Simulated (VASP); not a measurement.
# Ru2Rh (Ru (0001), 3 layers) in VASP: single point with r2SCAN

Aim: the single point of Ru2Rh (Ru (0001), 3 layers) with r2SCAN.

All numbers are computed with VASP 6.6.1; they aren't measurements. Logs are shortened: lines on timing, memory, paths and dates and some standing lists are left out, and cuts for length are marked.

### 1 The cell of the first run

The cell holds a slab with vacuum, 3 atoms: a = 2.703 Å, b = 2.703 Å, c = 20.264 Å, α = 90.00°, β = 90.00°, γ = 120.00°.

### 2 Single point, r2SCAN

POSCAR

```
Ru2Rh
1.0
    2.7028907931      0.0000000000      0.0000000000
   -1.3514453966      2.3407720905      0.0000000000
    0.0000000000      0.0000000000     20.2644000000
Ru Rh
2 1
Direct
    0.0000000000      0.0000000000      0.3986528282
    0.0000000000      0.0000000000      0.6013471541
    0.3333333333      0.6666666667      0.5000000178
```

INCAR.step1

```
SYSTEM = Ru2Rh
PREC = Accurate
ENCUT = 520
ISMEAR = -1
SIGMA = 0.05
LREAL = .False.
LASPH = .True.
NELM = 100
LDIPOL = .True.
IDIPOL = 3
DIPOL = 0.5 0.5 0.500
NBANDS = 28
GGA = PE
ALGO = Normal
EDIFF = 1E-4
LWAVE = .True.
LCHARG = .False.
```

INCAR.step2

```
SYSTEM = Ru2Rh
PREC = Accurate
ENCUT = 520
EDIFF = 1E-6
ISMEAR = -1
SIGMA = 0.05
LREAL = .False.
LASPH = .True.
NELM = 100
ALGO = Normal
ISIF = 2
LWAVE = .False.
LCHARG = .False.
LDIPOL = .True.
IDIPOL = 3
DIPOL = 0.5 0.5 0.500
METAGGA = R2SCAN
LMIXTAU = .True.
NBANDS = 28
ISTART = 1
```

KPOINTS

```
Automatic mesh
0
Gamma
  15 15 1
  0 0 0
```

Potentials or basis: VASP PAW PBE potentials, release 64 (Ru_pv, Rh_pv).

Launch:

```sh
$ cat potpaw_PBE.64/Ru_pv/POTCAR potpaw_PBE.64/Rh_pv/POTCAR > POTCAR
$ cp INCAR.step1 INCAR
$ mpirun -np 1 vasp_std > vasp.out
$ cp INCAR.step2 INCAR
$ mpirun -np 1 vasp_std > vasp.out
```

OUTCAR:

```text
SYSTEM = Ru2Rh
   PREC = Accurate
   ENCUT = 520
   EDIFF = 1E-6
   ISMEAR = -1
   LREAL = .False.
   LASPH = .True.
   NELM = 100
   ISIF = 2
   METAGGA = R2SCAN
   ISTART = 1

 ion  position               nearest neighbor table
   1  0.000  0.000  0.399-   3 2.58   3 2.58   3 2.58
   2  0.000  0.000  0.601-   3 2.58   3 2.58   3 2.58
   3  0.333  0.667  0.500-   2 2.58   2 2.58   2 2.58   1 2.58   1 2.58   1 2.58

  LATTYP: Found a hexagonal cell.
 ALAT       =     2.7028907931
 C/A-ratio  =     7.4973062366

  Lattice vectors:

 A1 = (   2.7028907931,   0.0000000000,   0.0000000000)
 A2 = (  -1.3514453966,   2.3407720905,   0.0000000000)
 A3 = (   0.0000000000,   0.0000000000,  20.2644000000)

Analysis of symmetry for initial positions (statically):
=====================================================================
 Subroutine PRICEL returns:
 Original cell was already a primitive cell.

 Routine SETGRP: Setting up the symmetry group for a
 hexagonal supercell.

 Subroutine GETGRP returns: Found 12 space group operations
 (whereof 12 operations were pure point group operations)
 out of a pool of 24 trial point group operations.

The static configuration has the point symmetry D_3h.

Analysis of symmetry for dynamics (positions and initial velocities):
=====================================================================
 Subroutine PRICEL returns:
 Original cell was already a primitive cell.

 Routine SETGRP: Setting up the symmetry group for a
 hexagonal supercell.

 Subroutine GETGRP returns: Found 12 space group operations
 (whereof 12 operations were pure point group operations)
 out of a pool of 24 trial point group operations.

The dynamic configuration has the point symmetry D_3h.

 Subroutine INISYM returns: Found 12 space group operations
 (whereof 12 operations are pure point group operations),
 and found     1 'primitive' translations

----------------------------------------------------------------------------------------

                                     Primitive cell

  volume of cell :     128.2098

  direct lattice vectors                    reciprocal lattice vectors
     2.702890793  0.000000000  0.000000000     0.369974252  0.213604734  0.000000000
    -1.351445397  2.340772090  0.000000000     0.000000000  0.427209468  0.000000000
     0.000000000  0.000000000 20.264400000     0.000000000  0.000000000  0.049347624

  length of vectors
     2.702890793  2.702890793 20.264400000     0.427209468  0.427209468  0.049347624

[... 86 lines left out ...]
   IBRION =     -1    ionic relax: 0-MD 1-quasi-New 2-CG
   NFREE  =      0    steps in history (QN), initial steepest desc. (CG)
   ISIF   =      2    stress and relaxation
   ISYM   =      2    0-nonsym 1-usesym 2-fastsym
   POTIM  = 0.5000    time-step for ionic-motion
   TEBEG  =    0.0;   TEEND  =   0.0 temperature during run
   PSTRESS=    0.0 pullay stress
   NELECT =      43.0000    total number of electrons
   NUPDOWN=      -1.0000    fix difference up-down
   EMIN   =  10.00;   EMAX   =-10.00  energy-range for DOS
   EFERMI =   0.00;   METHOD = LEGACY
   ISMEAR =    -1;   SIGMA  =   0.05  broadening in eV -4-tet -1-fermi 0-gaus
   EFERMI_NEDOS =   21; number of points for ismear=-14 and -15
   IALGO  =     38    algorithm
   IMIX   =      4    mixing-type and parameters
     AMIX     =   0.40;   BMIX     =  1.00
     AMIX_MAG =   1.60;   BMIX_MAG =  1.00
  volume/ion in A,a.u.               =      42.74       288.40
  Fermi-wavevector in a.u.,A,eV,Ry     =   1.137428  2.149427 17.602430  1.293742
  Thomas-Fermi vector in A             =   2.274133
   LORBIT       =      0    0 simple, 1 ext, 2 COOP (PROOUT), +10 PAW based schemes
   METAGGA = R2SCAN    functional components
   LHFCALC =     F    Hartree Fock is set to
   AEXX    =    0.0000 exact exchange contribution
   IVDW    =     0    specifies the selected vdW correction
   LEPSILON=     F    determine dielectric tensor
   LRPA    =     F    only Hartree local field effects (RPA)
 non-spin polarized calculation
  energy-cutoff  :      520.00
  volume of cell :      128.21
 maximum number of plane-waves:      3491
 NGX is ok and might be reduce to    20
   NGX =  9   NGY =  9   NGZ = 75

 number of electron      42.9999993 magnetization

 dipolmoment           0.000000      0.000000      0.000000 electrons x Angstroem

 Free energy of the ion-electron system (eV)
  ---------------------------------------------------
  ext. energy  EPLUGINS =         0.00000000
  ---------------------------------------------------
  free energy    TOTEN  =       -72.41528404 eV

  energy without entropy =      -72.36497183  energy(sigma->0) =      -72.39012794

 E-fermi :   0.4818     XC(G=0):  -5.7552

 val. band max:        0.4705172627   @ k =   0.0667   0.0000   0.0000
 cond. band min:       0.4898743377   @ k =   0.4000   0.0000   0.0000
 fundamental gap:      0.0193570749
 Fermi energy:         0.4818296145

 k-point     1 :       0.0000    0.0000    0.0000
  band No.  band energies     occupation
      1     -48.5008      2.00000
      2     -48.0021      2.00000
      3     -48.0021      2.00000
      4     -43.8333      2.00000
      5     -43.7755      2.00000
      6     -43.3039      2.00000
[... 733 lines left out ...]
     27       7.0944      0.00000
     28       9.1601      0.00000

 [... further k-points ...]

------------------------ aborting loop because EDIFF is reached ----------------------------------------

 vacuum level on the upper side and lower side of the slab       (xc-potential included)        -0.028        -0.028

  FORCE on cell =-STRESS in cart. coord.  units (eV):
  Direction    XX          YY          ZZ          XY          YZ          ZX
  --------------------------------------------------------------------------------------
  -------------------------------------------------------------------------------------
  Total       -2.5764209     -2.5764209      2.7593371      0.0000000      0.0000000     -0.0000000
  in kB      -32.1963042    -32.1963042     34.4821210      0.0000000      0.0000000     -0.0000000
  external PRESSURE =      -9.9701624 kB  Pullay stress =       0.0000000 kB

 VOLUME and BASIS-vectors are now :
 -----------------------------------------------------------------------------
  energy-cutoff  :      520.00
  volume of cell :      128.21
      direct lattice vectors                 reciprocal lattice vectors
     2.702890793  0.000000000  0.000000000     0.369974252  0.213604734  0.000000000
    -1.351445397  2.340772090  0.000000000     0.000000000  0.427209468  0.000000000
     0.000000000  0.000000000 20.264400000     0.000000000  0.000000000  0.049347624

 POSITION                                       TOTAL-FORCE (eV/Angst)
 -----------------------------------------------------------------------------------
      0.00000      0.00000      8.07846        -0.000000     -0.000000     -0.676362
      0.00000      0.00000     12.18594        -0.000000      0.000000      0.676362
     -0.00000      1.56051     10.13220         0.000000      0.000000      0.000000
 -----------------------------------------------------------------------------------
    total drift:                                0.000001     -0.000000     -0.000085

  FREE ENERGIE OF THE ION-ELECTRON SYSTEM (eV)
  ---------------------------------------------------
  free  energy   TOTEN  =       -72.4152840428 eV

  energy  without entropy=      -72.3649718318  energy(sigma->0) =      -72.39012794

 vacuum level on the upper side and lower side of the slab         5.704         5.704
```

Wall time 3.7 min (1 thread of Intel Xeon 6975P-C (Granite Rapids), shared host); peak memory 0.29 GiB.

Results:

- Free energy: -72.4153 eV
- Largest force: 0.676 eV/Å

Forces in eV/Å, atoms in the order of the input:
```
Ru   0.000  0.000 -0.676
Ru   0.000  0.000  0.676
Rh   0.000  0.000  0.000
```

Levels at points of the mesh, in eV from the Fermi level:
| k point | band 19 | band 20 | band 21 | band 22 | band 23 | band 24 |
| --- | --- | --- | --- | --- | --- | --- |
| (0.00, 0.00, 0.00) | -2.07 | -2.07 | -1.16 | -1.16 | -0.36 | 0.54 |

Caveat: the PAW data sets were made with another functional, which shifts forces and pressure a little.
